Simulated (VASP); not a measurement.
# Pb (Fm-3m) in VASP: a series of runs

Pb is run at these levels: LDA; tasks: single point, relaxation of cell and atoms.

Everything below comes from runs of VASP 6.6.1. Logs are shortened: lines on timing, memory, paths and dates and some standing lists are left out, and cuts for length are marked.

## (1) The cell of the first run

It takes space group Fm-3m (No. 225, cubic). Conventional cell: a = 4.970 Å, b = 4.970 Å, c = 4.970 Å, α = 90.00°, β = 90.00°, γ = 90.00°. Within 4.6 Å of Pb (site symmetry m-3m) lie 12 Pb at 3.51 Å.

## (2) Single point, LDA

The input, INCAR:

```
SYSTEM = Pb
ALGO = Normal
EDIFF = 1E-7
ENCUT = 520
ISIF = 2
ISMEAR = -1
LASPH = .True.
LCHARG = .False.
LREAL = .False.
LWAVE = .False.
NBANDS = 13
NELM = 80
PREC = Accurate
SIGMA = 0.05
```

The input, KPOINTS:

```
k-points
0
Gamma
  15 15 15
  0 0 0
```

The input, POSCAR:

```
Pb
1.0
    0.0000000000      2.4849922839      2.4849922839
    2.4849922839      0.0000000000      2.4849922839
    2.4849922839      2.4849922839      0.0000000000
Pb
1
Direct
    0.0000000000      0.0000000000      0.0000000000
```

Potentials or basis: VASP PAW LDA potentials, release 64 (Pb_d).

Started as:

```console
> cat potpaw_LDA.64/Pb_d/POTCAR > POTCAR
> mpirun -np 1 vasp_std > vasp.out
```

OUTCAR:

```text
SYSTEM = Pb
   EDIFF = 1E-7
   ENCUT = 520
   ISIF = 2
   ISMEAR = -1
   LASPH = .True.
   LREAL = .False.
   NELM = 80
   PREC = Accurate

 ion  position               nearest neighbor table
   1  0.000  0.000  0.000-

  LATTYP: Found a face centered cubic cell.
 ALAT       =     4.9699845678

  Lattice vectors:

 A1 = (   0.0000000000,   2.4849922839,   2.4849922839)
 A2 = (   2.4849922839,   0.0000000000,   2.4849922839)
 A3 = (   2.4849922839,   2.4849922839,   0.0000000000)

Analysis of symmetry for initial positions (statically):
=====================================================================
 Subroutine PRICEL returns:
 Original cell was already a primitive cell.

 Routine SETGRP: Setting up the symmetry group for a
 face centered cubic supercell.

 Subroutine GETGRP returns: Found 48 space group operations
 (whereof 48 operations were pure point group operations)
 out of a pool of 48 trial point group operations.

The static configuration has the point symmetry O_h .

Analysis of symmetry for dynamics (positions and initial velocities):
=====================================================================
 Subroutine PRICEL returns:
 Original cell was already a primitive cell.

 Routine SETGRP: Setting up the symmetry group for a
 face centered cubic supercell.

 Subroutine GETGRP returns: Found 48 space group operations
 (whereof 48 operations were pure point group operations)
 out of a pool of 48 trial point group operations.

The dynamic configuration has the point symmetry O_h .

 Subroutine INISYM returns: Found 48 space group operations
 (whereof 48 operations are pure point group operations),
 and found     1 'primitive' translations

----------------------------------------------------------------------------------------

                                     Primitive cell

  volume of cell :      30.6906

  direct lattice vectors                    reciprocal lattice vectors
     0.000000000  2.484992284  2.484992284    -0.201207868  0.201207868  0.201207868
     2.484992284  0.000000000  2.484992284     0.201207868 -0.201207868  0.201207868
     2.484992284  2.484992284  0.000000000     0.201207868  0.201207868 -0.201207868

  length of vectors
     3.514309790  3.514309790  3.514309790     0.348502251  0.348502251  0.348502251

  position of ions in fractional coordinates (direct lattice)
     0.000000000  0.000000000  0.000000000

  ion indices of the primitive-cell ions
   primitive index   ion index
                 1           1

----------------------------------------------------------------------------------------

 KPOINTS: k-points

Automatic generation of k-mesh.
 Grid dimensions read from file:
 generate k-points for:   15   15   15

 Generating k-lattice:

  Cartesian coordinates                     Fractional coordinates (reciprocal lattice)
    -0.013413858  0.013413858  0.013413858     0.066666667  0.000000000  0.000000000
     0.013413858 -0.013413858  0.013413858     0.000000000  0.066666667  0.000000000
     0.013413858  0.013413858 -0.013413858     0.000000000  0.000000000  0.066666667

  Length of vectors
     0.023233483  0.023233483  0.023233483

  Shift w.r.t. Gamma in fractional coordinates (k-lattice)
     0.000000000  0.000000000  0.000000000

 Subroutine IBZKPT returns following result:
 ===========================================

 Found    120 irreducible k-points:

 Following reciprocal coordinates:
            Coordinates               Weight
  0.000000  0.000000  0.000000      1.000000
  0.066667  0.000000  0.000000      8.000000
  0.133333  0.000000  0.000000      8.000000
  0.200000  0.000000  0.000000      8.000000
  0.266667  0.000000  0.000000      8.000000
  0.333333  0.000000  0.000000      8.000000
[... 16 lines left out ...]
  0.133333  0.133333  0.000000      6.000000
  0.200000  0.133333  0.000000     24.000000
 [... further k-points ...]
   k-points           NKPTS =    120   k-points in BZ     NKDIM =    120   number of bands    NBANDS=     13
   number of dos      NEDOS =    301   number of ions     NIONS =      1
   total plane-waves  NPLWV =  21952
   dimension x,y,z NGX =    28 NGY =   28 NGZ =   28
   dimension x,y,z NGXF=    56 NGYF=   56 NGZF=   56
   ions per type =               1
   NGX,Y,Z   is equivalent  to a cutoff of  13.25, 13.25, 13.25 a.u.
   NGXF,Y,Z  is equivalent  to a cutoff of  26.49, 26.49, 26.49 a.u.
 SYSTEM =  Pb
   PREC   = accura    normal or accurate (medium, high low for compatibility)
   ISTART =      0    job   : 0-new  1-cont  2-samecut
   ICHARG =      2    charge: 1-file 2-atom 10-const
   ISPIN  =      1    spin polarized calculation?
   LNONCOLLINEAR =      F non collinear calculations
   LSORBIT =      F    spin-orbit coupling
   LASPH  =      T    aspherical Exc in radial PAW
   ENCUT  =  520.0 eV  38.22 Ry    6.18 a.u.   6.53  6.53  6.53*2*pi/ulx,y,z
   NELM   =     80;   NELMIN=  2; NELMDL= -5     # of ELM steps
   EDIFF  = 0.1E-06   stopping-criterion for ELM
   LREAL  =      F    real-space projection
   EDIFFG = 0.1E-05   stopping-criterion for IOM
   NSW    =      0    number of steps for IOM
   IBRION =     -1    ionic relax: 0-MD 1-quasi-New 2-CG
   NFREE  =      0    steps in history (QN), initial steepest desc. (CG)
   ISIF   =      2    stress and relaxation
   ISYM   =      2    0-nonsym 1-usesym 2-fastsym
   POTIM  = 0.5000    time-step for ionic-motion
   TEBEG  =    0.0;   TEEND  =   0.0 temperature during run
   PSTRESS=    0.0 pullay stress
   NELECT =      14.0000    total number of electrons
   NUPDOWN=      -1.0000    fix difference up-down
   EMIN   =  10.00;   EMAX   =-10.00  energy-range for DOS
   EFERMI =   0.00;   METHOD = LEGACY
   ISMEAR =    -1;   SIGMA  =   0.05  broadening in eV -4-tet -1-fermi 0-gaus
   EFERMI_NEDOS =   21; number of points for ismear=-14 and -15
   IALGO  =     38    algorithm
   IMIX   =      4    mixing-type and parameters
     AMIX     =   0.40;   BMIX     =  1.00
     AMIX_MAG =   1.60;   BMIX_MAG =  1.00
  volume/ion in A,a.u.               =      30.69       207.11
  Fermi-wavevector in a.u.,A,eV,Ry     =   1.260228  2.381486 21.608428  1.588175
  Thomas-Fermi vector in A             =   2.393748
   LORBIT       =      0    0 simple, 1 ext, 2 COOP (PROOUT), +10 PAW based schemes
   GGA     = CA    functional components
   LHFCALC =     F    Hartree Fock is set to
   AEXX    =    0.0000 exact exchange contribution
   IVDW    =     0    specifies the selected vdW correction
   LEPSILON=     F    determine dielectric tensor
   LRPA    =     F    only Hartree local field effects (RPA)
 non-spin polarized calculation
  energy-cutoff  :      520.00
  volume of cell :       30.69
 maximum number of plane-waves:       869
 NGX is ok and might be reduce to    28
   NGX = 13   NGY = 13   NGZ = 13

 number of electron      14.0000000 magnetization

 Free energy of the ion-electron system (eV)
  ---------------------------------------------------
  ext. energy  EPLUGINS =         0.00000000
  ---------------------------------------------------
  free energy    TOTEN  =        -4.24510551 eV

  energy without entropy =       -4.24054282  energy(sigma->0) =       -4.24282417

 E-fermi :   6.8252     XC(G=0): -10.3974

 val. band max:        6.8034746305   @ k =   0.3333   0.3333   0.0000
 cond. band min:       6.8745180401   @ k =  -0.2667   0.2667   0.0000
 fundamental gap:      0.0710434096
 Fermi energy:         6.8251911682

 k-point     1 :       0.0000    0.0000    0.0000
  band No.  band energies     occupation
      1     -10.1267      2.00000
      2     -10.1267      2.00000
      3     -10.1267      2.00000
      4      -9.9894      2.00000
      5      -9.9894      2.00000
      6      -4.8117      2.00000
      7      14.1247      0.00000
      8      14.1247      0.00000
      9      14.1247      0.00000
     10      16.6934      0.00000
     11      18.1856      0.00000
     12      19.2962      0.00000
     13      19.2962      0.00000

 k-point     2 :       0.0667    0.0000    0.0000
  band No.  band energies     occupation
      1     -10.1267      2.00000
      2     -10.1203      2.00000
      3     -10.1203      2.00000
      4      -9.9898      2.00000
      5      -9.9898      2.00000
      6      -4.7273      2.00000
      7      13.0975      0.00000
      8      14.0193      0.00000
      9      14.0193      0.00000
     10      16.4736      0.00000
     11      18.6544      0.00000
     12      19.4831      0.00000
     13      19.4831      0.00000

 k-point     3 :       0.1333    0.0000    0.0000
  band No.  band energies     occupation
      1     -10.1275      2.00000
      2     -10.1051      2.00000
      3     -10.1051      2.00000
      4      -9.9881      2.00000
      5      -9.9881      2.00000
      6      -4.4740      2.00000
      7      11.1432      0.00000
      8      13.7453      0.00000
      9      13.7453      0.00000
     10      16.1923      0.00000
     11      19.4186      0.00000
     12      19.9445      0.00000
     13      19.9448      0.00000
[... 305 lines left out ...]
 k-point    23 :       0.1333    0.1333    0.0000
  band No.  band energies     occupation
      1     -10.1531      2.00000
      2     -10.0793      2.00000
      3     -10.0793      2.00000
      4     -10.0178      2.00000
      5      -9.9695      2.00000
      6      -4.3618      2.00000
      7      11.9759      0.00000
      8      12.6197      0.00000
      9      12.6197      0.00000
     10      15.5894      0.00000
     11      17.6823      0.00000
     12      21.1523      0.00000
     13      21.1896      0.00000

 k-point    24 :       0.2000    0.1333    0.0000
  band No.  band energies     occupation
      1     -10.1615      2.00000
      2     -10.0615      2.00000
      3     -10.0581      2.00000
      4     -10.0257      2.00000
      5      -9.9564      2.00000
      6      -4.0531      2.00000
      7      10.4033      0.00000
      8      12.1043      0.00000
      9      12.4318      0.00000
     10      15.5938      0.00000
     11      16.8129      0.00000
     12      20.7600      0.00000
     13      21.7874      0.00000

 [... further k-points ...]
[... 5 lines left out ...]
  --------------------------------------------------------------------------------------
  -------------------------------------------------------------------------------------
  Total       -0.4727608     -0.4727608     -0.4727608     -0.0000000     -0.0000000      0.0000000
  in kB      -24.6801012    -24.6801012    -24.6801012     -0.0000000     -0.0000000      0.0000000
  external PRESSURE =     -24.6801012 kB  Pullay stress =       0.0000000 kB

 VOLUME and BASIS-vectors are now :
 -----------------------------------------------------------------------------
  energy-cutoff  :      520.00
  volume of cell :       30.69
      direct lattice vectors                 reciprocal lattice vectors
     0.000000000  2.484992284  2.484992284    -0.201207868  0.201207868  0.201207868
     2.484992284  0.000000000  2.484992284     0.201207868 -0.201207868  0.201207868
     2.484992284  2.484992284  0.000000000     0.201207868  0.201207868 -0.201207868

 POSITION                                       TOTAL-FORCE (eV/Angst)
 -----------------------------------------------------------------------------------
      0.00000      0.00000      0.00000         0.000000      0.000000      0.000000
 -----------------------------------------------------------------------------------
    total drift:                               -0.000000     -0.000000     -0.000000

  FREE ENERGIE OF THE ION-ELECTRON SYSTEM (eV)
  ---------------------------------------------------
  free  energy   TOTEN  =        -4.2451055122 eV

  energy  without entropy=       -4.2405428234  energy(sigma->0) =       -4.24282417
```

It took 45 s on 1 thread of AMD EPYC 7R43 (Zen 3), shared host; peak memory 0.14 GiB.

What came out:

```yaml
Free_energy: -4.2451 eV
Pressure: -2.5 GPa
Band_gap_on_the_k_mesh: zero (bands 7 and 8 overlap by 8.77 eV)
```

Caveat: spin-orbit coupling is left out, which moves the levels of the heavy elements.

## (3) Relaxation of cell and atoms, LDA

This run uses another cell than the first one, of 29.05 Å³/atom.

The input, INCAR:

```
SYSTEM = Pb
ALGO = Normal ; EDIFF = 1E-6
EDIFFG = -0.005 ; ENCUT = 600
GGA = CA ; IBRION = 2
ISIF = 3 ; ISMEAR = -1
LASPH = .TRUE. ; LCHARG = .FALSE.
LREAL = .FALSE. ; LWAVE = .FALSE.
NELM = 80 ; NSW = 45
PREC = Accurate ; SIGMA = 0.05
```

The input, KPOINTS:

```
k-points
0
G
  15 15 15
  0 0 0
```

The input, POSCAR:

```
Pb
1.0
    0.0000000000      2.4397854149      2.4397854149
    2.4397854149      0.0000000000      2.4397854149
    2.4397854149      2.4397854149      0.0000000000
Pb
1
Direct
    0.0000000000      0.0000000000      0.0000000000
```

Potentials or basis: VASP PAW LDA potentials, release 64 (Pb_d).

Started as:

```console
> cat potpaw_LDA.64/Pb_d/POTCAR > POTCAR
> mpirun -np 1 vasp_std > vasp.out
```

OUTCAR:

```text
SYSTEM = Pb
   EDIFF = 1E-6
   EDIFFG = -0.005
   ENCUT = 600
   GGA = CA
   IBRION = 2
   ISIF = 3
   ISMEAR = -1
   LASPH = .TRUE.
   LREAL = .FALSE.
   NELM = 80
   NSW = 45
   PREC = Accurate

 ion  position               nearest neighbor table
   1  0.000  0.000  0.000-

  LATTYP: Found a face centered cubic cell.
 ALAT       =     4.8795708298

  Lattice vectors:

 A1 = (   0.0000000000,   2.4397854149,   2.4397854149)
 A2 = (   2.4397854149,   0.0000000000,   2.4397854149)
 A3 = (   2.4397854149,   2.4397854149,   0.0000000000)

Analysis of symmetry for initial positions (statically):
=====================================================================
 Subroutine PRICEL returns:
 Original cell was already a primitive cell.

 Routine SETGRP: Setting up the symmetry group for a
 face centered cubic supercell.

 Subroutine GETGRP returns: Found 48 space group operations
 (whereof 48 operations were pure point group operations)
 out of a pool of 48 trial point group operations.

The static configuration has the point symmetry O_h .

Analysis of symmetry for dynamics (positions and initial velocities):
=====================================================================
 Subroutine PRICEL returns:
 Original cell was already a primitive cell.
[... 260 lines left out ...]

 number of electron      13.9999999 magnetization

------------------------ aborting loop because EDIFF is reached ----------------------------------------
[... 65 lines left out ...]
--------------------------------------- Ionic step       12  -------------------------------------------

 number of electron      13.9999999 magnetization

 Free energy of the ion-electron system (eV)
  ---------------------------------------------------
  ext. energy  EPLUGINS =         0.00000000
  ---------------------------------------------------
  free energy    TOTEN  =        -4.25746252 eV

  energy without entropy =       -4.25338483  energy(sigma->0) =       -4.25542367

 E-fermi :   7.4653     XC(G=0): -10.6539

 val. band max:        7.4613922093   @ k =   0.4000   0.2667   0.0667
 cond. band min:       7.5364446890   @ k =   0.3333   0.3333   0.0000
 fundamental gap:      0.0750524797
 Fermi energy:         7.4653139597

 k-point     1 :       0.0000    0.0000    0.0000
  band No.  band energies     occupation
      1      -9.5600      2.00000
      2      -9.5600      2.00000
      3      -9.5600      2.00000
      4      -9.3984      2.00000
      5      -9.3984      2.00000
      6      -4.5708      2.00000
      7      15.1608      0.00000
      8      15.1608      0.00000
      9      15.1608      0.00000
     10      17.3313      0.00000
     11      19.4810      0.00000
[... 309 lines left out ...]
 k-point    24 :       0.2000    0.1333    0.0000
  band No.  band energies     occupation
      1      -9.6018      2.00000
      2      -9.4843      2.00000
      3      -9.4802      2.00000
      4      -9.4426      2.00000
      5      -9.3602      2.00000
      6      -3.7667      2.00000
      7      11.2867      0.00000
      8      12.9863      0.00000
      9      13.3812      0.00000
     10      16.3580      0.00000
     11      17.5994      0.00000

 [... further k-points ...]
[... 5 lines left out ...]
  --------------------------------------------------------------------------------------
  -------------------------------------------------------------------------------------
  Total        0.0042462      0.0042462      0.0042462     -0.0000000      0.0000000      0.0000000
  in kB        0.2338217      0.2338217      0.2338217     -0.0000000      0.0000000      0.0000000
  external PRESSURE =       0.2338217 kB  Pullay stress =       0.0000000 kB
[... 16 lines left out ...]
  FREE ENERGIE OF THE ION-ELECTRON SYSTEM (eV)
  ---------------------------------------------------
  free  energy   TOTEN  =        -4.2574625158 eV

  energy  without entropy=       -4.2533848283  energy(sigma->0) =       -4.25542367

 reached required accuracy - stopping structural energy minimisation
```

It took 3 min on 1 thread of AMD EPYC 7R43 (Zen 3), shared host; peak memory 0.15 GiB.

What came out:

```
Free energy                           : -4.2575 eV
Relaxed volume                        : 29.10 Å³/atom
Relaxed cell                          : a = 3.452 Å, b = 3.452 Å, c = 3.452 Å, α = 60.00°, β = 60.00°, γ = 60.00°
Space group after relaxing (to 0.1 Å) : Fm-3m (No. 225)
Energy gained by relaxing             : 0.0 meV/atom
Ionic steps                           : 12
Pressure after relaxing               : 0.0 GPa
Band gap on the k mesh                : zero (bands 7 and 8 overlap by 9.31 eV)
```

Final structure:
```cif
data_structure
_symmetry_space_group_name_H-M 'P 1'
_symmetry_Int_Tables_number 1
_cell_length_a 3.4524
_cell_length_b 3.4524
_cell_length_c 3.4524
_cell_angle_alpha 60.000
_cell_angle_beta 60.000
_cell_angle_gamma 60.000
_cell_volume 29.10
loop_
_atom_site_label
_atom_site_type_symbol
_atom_site_fract_x
_atom_site_fract_y
_atom_site_fract_z
_atom_site_occupancy
Pb1 Pb 0.00000 0.00000 0.00000 1
```

Caveat: spin-orbit coupling is left out, which moves the levels of the heavy elements.
